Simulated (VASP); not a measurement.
Here is a VASP 6.6.1 calculation.

Contents of INCAR:

```
  PREC = Accurate
  ENCUT = 520
  EDIFF = 1E-6
  ISMEAR = -1
  SIGMA = 0.15
  LREAL = False
  LASPH = True
  NELM = 60
  ALGO = Normal
  ISIF = 2
  LWAVE = False
  LCHARG = False
  GGA = PS
  NBANDS = 37
```

Contents of KPOINTS:

```
Automatic mesh
0
Gamma
  6 6 6
```

File POSCAR:

```
Ta4C3
1.0
    4.4452810000      0.0000000000      0.0000000000
    0.0000000000      4.4452810000      0.0000000000
    0.0000000000      0.0000000000      4.4452810000
Ta C
4 3
Direct
    0.0000000000      0.5000000000      0.5000000000
    0.5000000000      0.0000000000      0.5000000000
    0.5000000000      0.5000000000      0.0000000000
    0.0000000000      0.0000000000      0.0000000000
    0.5000000000      0.0000000000      0.0000000000
    0.0000000000      0.5000000000      0.0000000000
    0.0000000000      0.0000000000      0.5000000000
```

Potentials or basis: VASP PAW PBE potentials, release 64 (Ta_pv, C).

Run with:

```console
$ cat potpaw_PBE.64/Ta_pv/POTCAR potpaw_PBE.64/C/POTCAR > POTCAR
$ mpirun -np 1 vasp_std > vasp.out
```

Question: What does it give for the band gap on the k mesh?

Answer: Zero (band 28 reaches 7.28 eV, above the bottom of band 29 at 6.10 eV).

Question: What does it give for the pressure?

Answer: -7.7 GPa.

Caveat: the PAW data sets were made with another functional, which shifts forces and pressure a little; spin-orbit coupling is left out, which moves the levels of the heavy elements.
